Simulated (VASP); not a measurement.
# MoS2 (R3m) in VASP: further runs

Runs on MoS2. Level: LDA. Tasks: single point.

Program: VASP 6.6.1. These are calculated values, not measurements. Logs are shortened: lines on timing, memory, paths and dates and some standing lists are left out, and cuts for length are marked.

**1. The cell of the first run**

It takes space group R3m (No. 160, trigonal). Conventional cell: a = 3.106 Å, b = 3.106 Å, c = 18.137 Å, α = 90.00°, β = 90.00°, γ = 120.00°. Within 3.2 Å of Mo (site symmetry 3m) lie 6 S at 2.35 Å and 6 Mo at 3.11 Å. Within 3.2 Å of S (site symmetry 3m) lie 3 Mo at 2.35 Å and 7 S at 3.03 to 3.11 Å. Within 3.2 Å of S (site symmetry 3m) lie 3 Mo at 2.35 Å and 7 S at 3.03 to 3.11 Å.

**2. Single point, LDA**

File INCAR:

```
PREC = Accurate
ENCUT = 520
EDIFF = 1E-7
ISMEAR = -1
SIGMA = 0.15
LREAL = F
LASPH = T
NELM = 60
ALGO = Normal
ISIF = 2
LWAVE = F
LCHARG = F
NBANDS = 20
```

File KPOINTS:

```
Automatic mesh
0
Gamma
  11 11 11
```

File POSCAR:

```
MoS2
1.0
    1.5532151645      0.8967487752      6.0457425708
   -1.5532151645      0.8967487752      6.0457425708
    0.0000000000     -1.7934985335      6.0457425708
Mo S
1 2
Direct
    0.0000000000      0.0000000000      0.0000000000
    0.2500000000      0.2500000000      0.2500000000
    0.4170000000      0.4170000000      0.4170000000
```

Potentials or basis: VASP PAW LDA potentials, release 64 (Mo_sv, S).

Launch:

```
$ cat potpaw_LDA.64/Mo_sv/POTCAR potpaw_LDA.64/S/POTCAR > POTCAR
$ mpirun -np 1 vasp_std > vasp.out
```

OUTCAR:

```text
PREC = Accurate
   ENCUT = 520
   EDIFF = 1E-7
   ISMEAR = -1
   LREAL = F
   LASPH = T
   NELM = 60
   ISIF = 2

 ion  position               nearest neighbor table
   1  0.000  0.000  0.000-   2 2.35   2 2.35   2 2.35   3 2.35   3 2.35   3 2.35
   2  0.250  0.250  0.250-   1 2.35   1 2.35   1 2.35
   3  0.417  0.417  0.417-   1 2.35   1 2.35   1 2.35

  LATTYP: Found a trigonal (rhomboedric) cell.
 ALAT       =     6.3061588107
 COS(alpha) =     0.8786713312

  Lattice vectors:

 A1 = (   1.5532151645,   0.8967487752,   6.0457425708)
 A2 = (  -1.5532151645,   0.8967487752,   6.0457425708)
 A3 = (   0.0000000000,  -1.7934985335,   6.0457425708)

Analysis of symmetry for initial positions (statically):
=====================================================================
 Subroutine PRICEL returns:
 Original cell was already a primitive cell.

 Routine SETGRP: Setting up the symmetry group for a
 trigonal (rhombohedral) supercell.

 Subroutine GETGRP returns: Found  6 space group operations
 (whereof  6 operations were pure point group operations)
 out of a pool of 12 trial point group operations.

The static configuration has the point symmetry C_3v.

Analysis of symmetry for dynamics (positions and initial velocities):
=====================================================================
 Subroutine PRICEL returns:
 Original cell was already a primitive cell.

 Routine SETGRP: Setting up the symmetry group for a
 trigonal (rhombohedral) supercell.

 Subroutine GETGRP returns: Found  6 space group operations
 (whereof  6 operations were pure point group operations)
 out of a pool of 12 trial point group operations.

The dynamic configuration has the point symmetry C_3v.

 Subroutine INISYM returns: Found  6 space group operations
 (whereof  6 operations are pure point group operations),
 and found     1 'primitive' translations

----------------------------------------------------------------------------------------

                                     Primitive cell

  volume of cell :      50.5247

  direct lattice vectors                    reciprocal lattice vectors
     1.553215165  0.896748775  6.045742571     0.321912901  0.185856519  0.055135228
    -1.553215165  0.896748775  6.045742571    -0.321912901  0.185856519  0.055135228
[... 76 lines left out ...]
   NGXF,Y,Z  is equivalent  to a cutoff of  25.31, 25.31, 25.31 a.u.
 SYSTEM =  unknown system
   PREC   = accura    normal or accurate (medium, high low for compatibility)
   ISTART =      0    job   : 0-new  1-cont  2-samecut
   ICHARG =      2    charge: 1-file 2-atom 10-const
   ISPIN  =      1    spin polarized calculation?
   LNONCOLLINEAR =      F non collinear calculations
   LSORBIT =      F    spin-orbit coupling
   LASPH  =      T    aspherical Exc in radial PAW
   ENCUT  =  520.0 eV  38.22 Ry    6.18 a.u.  11.73 11.73 11.73*2*pi/ulx,y,z
   NELM   =     60;   NELMIN=  2; NELMDL= -5     # of ELM steps
   EDIFF  = 0.1E-06   stopping-criterion for ELM
   LREAL  =      F    real-space projection
   EDIFFG = 0.1E-05   stopping-criterion for IOM
   NSW    =      0    number of steps for IOM
   IBRION =     -1    ionic relax: 0-MD 1-quasi-New 2-CG
   NFREE  =      0    steps in history (QN), initial steepest desc. (CG)
   ISIF   =      2    stress and relaxation
   ISYM   =      2    0-nonsym 1-usesym 2-fastsym
   POTIM  = 0.5000    time-step for ionic-motion
   TEBEG  =    0.0;   TEEND  =   0.0 temperature during run
   PSTRESS=    0.0 pullay stress
   NELECT =      26.0000    total number of electrons
   NUPDOWN=      -1.0000    fix difference up-down
   EMIN   =  10.00;   EMAX   =-10.00  energy-range for DOS
   EFERMI =   0.00;   METHOD = LEGACY
   ISMEAR =    -1;   SIGMA  =   0.15  broadening in eV -4-tet -1-fermi 0-gaus
   EFERMI_NEDOS =   21; number of points for ismear=-14 and -15
   IALGO  =     38    algorithm
   IMIX   =      4    mixing-type and parameters
     AMIX     =   0.40;   BMIX     =  1.00
     AMIX_MAG =   1.60;   BMIX_MAG =  1.00
  volume/ion in A,a.u.               =      16.84       113.65
  Fermi-wavevector in a.u.,A,eV,Ry     =   1.311892  2.479117 23.416455  1.721061
  Thomas-Fermi vector in A             =   2.442322
   LORBIT       =      0    0 simple, 1 ext, 2 COOP (PROOUT), +10 PAW based schemes
   GGA     = CA    functional components
   LHFCALC =     F    Hartree Fock is set to
   AEXX    =    0.0000 exact exchange contribution
   IVDW    =     0    specifies the selected vdW correction
   LEPSILON=     F    determine dielectric tensor
   LRPA    =     F    only Hartree local field effects (RPA)
 non-spin polarized calculation
  energy-cutoff  :      520.00
  volume of cell :       50.52
 maximum number of plane-waves:      1375
   NGX = 23   NGY = 23   NGZ = 23

 number of electron      26.0000001 magnetization

 Free energy of the ion-electron system (eV)
  ---------------------------------------------------
  ext. energy  EPLUGINS =         0.00000000
  ---------------------------------------------------
  free energy    TOTEN  =       -24.42990270 eV

  energy without entropy =      -24.42601829  energy(sigma->0) =      -24.42796049

 E-fermi :   8.5090     XC(G=0): -11.3743

 val. band max:        8.2601513692   @ k =   0.4545   0.4545   0.4545
 cond. band min:       9.0777662596   @ k =  -0.1818   0.1818   0.0000
 fundamental gap:      0.8176148904
 Fermi energy:         8.5090492423

 k-point     1 :       0.0000    0.0000    0.0000
  band No.  band energies     occupation
      1     -52.9862      2.00000
      2     -27.4126      2.00000
      3     -27.1021      2.00000
      4     -27.1021      2.00000
      5      -7.2022      2.00000
      6      -5.2723      2.00000
[... 541 lines left out ...]
     19      16.5681      0.00000
     20      17.4619      0.00000

 [... further k-points ...]
[... 5 lines left out ...]
  --------------------------------------------------------------------------------------
  -------------------------------------------------------------------------------------
  Total        1.6728756      1.6728752      2.7322453      0.0000000     -0.0000001      0.0000000
  in kB       53.0482121     53.0482014     86.6416670      0.0000000     -0.0000047      0.0000000
  external PRESSURE =      64.2460268 kB  Pullay stress =       0.0000000 kB

 VOLUME and BASIS-vectors are now :
 -----------------------------------------------------------------------------
  energy-cutoff  :      520.00
  volume of cell :       50.52
      direct lattice vectors                 reciprocal lattice vectors
     1.553215165  0.896748775  6.045742571     0.321912901  0.185856519  0.055135228
    -1.553215165  0.896748775  6.045742571    -0.321912901  0.185856519  0.055135228
     0.000000000 -1.793498533  6.045742571     0.000000000 -0.371713038  0.055135198

 POSITION                                       TOTAL-FORCE (eV/Angst)
 -----------------------------------------------------------------------------------
      0.00000      0.00000      0.00000         0.000000     -0.000000      0.092936
      0.00000     -0.00000      4.53431         0.000000      0.000000     -1.024117
      0.00000     -0.00000      7.56322         0.000000     -0.000000      0.931181
 -----------------------------------------------------------------------------------
    total drift:                                0.000000     -0.000003      0.000018

  FREE ENERGIE OF THE ION-ELECTRON SYSTEM (eV)
  ---------------------------------------------------
  free  energy   TOTEN  =       -24.4299026966 eV

  energy  without entropy=      -24.4260182927  energy(sigma->0) =      -24.42796049
```

Run time: 11 min. Hardware: 1 thread of Intel Xeon 8259CL, shared host; peak memory 0.34 GiB.

Results:

| Property | Result |
| --- | --- |
| Free energy | -24.4299 eV |
| Pressure | 6.4 GPa |
| Largest force | 1.024 eV/Å |
| Band gap on the k mesh | 0.82 eV (least direct gap 2.03 eV) |

Forces in eV/Å, atoms in the order of the input:
```
Mo   0.000  0.000  0.093
S    0.000  0.000 -1.024
S    0.000  0.000  0.931
```

Levels at points of the mesh, in eV from the valence-band top:
```
           k point  band 9  band 10  band 11  band 12  band 13  band 14  band 15  band 16  band 17  band 18
(0.00, 0.00, 0.00)   -3.75    -2.52    -2.52    -1.43    -1.28     2.07     2.07     2.60     2.60     5.56
```

Caveat: the cell stands under pressure; forces of over 1 eV/Å act on the atoms, so gaps and moduli don't describe the material at rest.

**3. Single point, LDA**

This run uses another cell than the first one, of 17.28 Å³/atom.

File INCAR:

```
ALGO = Normal
EDIFF = 1E-7
ENCUT = 520
GGA = CA
ISIF = 2
ISMEAR = -1
LASPH = T
LCHARG = T
LELF = T
LREAL = F
LVHAR = T
LWAVE = F
NBANDS = 20
NELM = 100
PREC = Accurate
SIGMA = 0.15
```

File KPOINTS:

```
k-points
0
Gamma
  11 11 11
```

File POSCAR:

```
MoS2
1.0
    1.5667220613      0.9045469821      6.0983168842
   -1.5667220613      0.9045469821      6.0983168842
    0.0000000000     -1.8090949558      6.0983168842
Mo S
1 2
Direct
    0.0000000000      0.0000000000      0.0000000000
    0.2500000000      0.2500000000      0.2500000000
    0.4170000000      0.4170000000      0.4170000000
```

Potentials or basis: VASP PAW LDA potentials, release 64 (Mo_sv, S).

Launch:

```
$ cat potpaw_LDA.64/Mo_sv/POTCAR potpaw_LDA.64/S/POTCAR > POTCAR
$ mpirun -np 1 vasp_std > vasp.out
```

OUTCAR:

```text
EDIFF = 1E-7
   ENCUT = 520
   GGA = CA
   ISIF = 2
   ISMEAR = -1
   LASPH = T
   LREAL = F
   NELM = 100
   PREC = Accurate

 ion  position               nearest neighbor table
   1  0.000  0.000  0.000-   2 2.37   2 2.37   2 2.37   3 2.37   3 2.37   3 2.37
   2  0.250  0.250  0.250-   1 2.37   1 2.37   1 2.37
   3  0.417  0.417  0.417-   1 2.37   1 2.37   1 2.37

  LATTYP: Found a trigonal (rhomboedric) cell.
 ALAT       =     6.3609977268
 COS(alpha) =     0.8786713312

  Lattice vectors:

 A1 = (   1.5667220613,   0.9045469821,   6.0983168842)
 A2 = (  -1.5667220613,   0.9045469821,   6.0983168842)
 A3 = (   0.0000000000,  -1.8090949558,   6.0983168842)

Analysis of symmetry for initial positions (statically):
=====================================================================
 Subroutine PRICEL returns:
 Original cell was already a primitive cell.

 Routine SETGRP: Setting up the symmetry group for a
 trigonal (rhombohedral) supercell.

 Subroutine GETGRP returns: Found  6 space group operations
[... 157 lines left out ...]

 Free energy of the ion-electron system (eV)
  ---------------------------------------------------
  ext. energy  EPLUGINS =         0.00000000
  ---------------------------------------------------
  free energy    TOTEN  =       -24.46410185 eV

  energy without entropy =      -24.46005176  energy(sigma->0) =      -24.46207680

 E-fermi :   8.1349     XC(G=0): -11.2499

 val. band max:        7.8796209958   @ k =   0.4545   0.4545   0.4545
 cond. band min:       8.7219555112   @ k =  -0.1818   0.1818   0.0000
 fundamental gap:      0.8423345154
 Fermi energy:         8.1348758250

 k-point     1 :       0.0000    0.0000    0.0000
  band No.  band energies     occupation
      1     -53.3521      2.00000
      2     -27.7485      2.00000
      3     -27.4726      2.00000
      4     -27.4726      2.00000
      5      -7.3769      2.00000
      6      -5.5399      2.00000
[... 541 lines left out ...]
     19      16.0965      0.00000
     20      16.9829      0.00000

 [... further k-points ...]
[... 5 lines left out ...]
  --------------------------------------------------------------------------------------
  -------------------------------------------------------------------------------------
  Total        0.2629336      0.2629335      1.1858916      0.0000000     -0.0000001      0.0000000
  in kB        8.1240411      8.1240395     36.6413198      0.0000000     -0.0000020      0.0000000
  external PRESSURE =      17.6298001 kB  Pullay stress =       0.0000000 kB

 VOLUME and BASIS-vectors are now :
 -----------------------------------------------------------------------------
  energy-cutoff  :      520.00
  volume of cell :       51.85
      direct lattice vectors                 reciprocal lattice vectors
     1.566722061  0.904546982  6.098316884     0.319137652  0.184254228  0.054659901
    -1.566722061  0.904546982  6.098316884    -0.319137652  0.184254228  0.054659901
     0.000000000 -1.809094956  6.098316884     0.000000000 -0.368508456  0.054659871

 POSITION                                       TOTAL-FORCE (eV/Angst)
 -----------------------------------------------------------------------------------
      0.00000      0.00000      0.00000         0.000000     -0.000000      0.087809
      0.00000     -0.00000      4.57374         0.000000      0.000000     -0.537467
      0.00000     -0.00000      7.62899         0.000000     -0.000000      0.449658
 -----------------------------------------------------------------------------------
    total drift:                                0.000000     -0.000003      0.000088

  FREE ENERGIE OF THE ION-ELECTRON SYSTEM (eV)
  ---------------------------------------------------
  free  energy   TOTEN  =       -24.4641018452 eV

  energy  without entropy=      -24.4600517647  energy(sigma->0) =      -24.46207680
```

stdout:

```text
POSCAR found type information on POSCAR MoS
 POSCAR found :  2 types and       3 ions
 scaLAPACK will be used
 LDA part: xc-table for (Slater(with rela. corr.)+CA(PZ))
 , standard interpolation
 POSCAR, INCAR and KPOINTS ok, starting setup
 FFT: planning ... GRIDC
 FFT: planning ... GRID_SOFT
 FFT: planning ... GRID
 WAVECAR not read
 entering main loop
```

It took 11 min on 1 thread of Intel Xeon 8259CL, shared host; peak memory 0.35 GiB.

What came out:

```yaml
Free_energy: -24.4641 eV
Pressure: 1.8 GPa
Largest_force: 0.537 eV/Å
Band_gap_on_the_k_mesh: 0.84 eV (least direct gap 1.96 eV)
```

Forces on the atoms (eV/Å):
```
Mo   0.000  0.000  0.088
S    0.000  0.000 -0.537
S    0.000  0.000  0.450
```

A k mesh can miss the band edges.

[end of part 1 of 2]
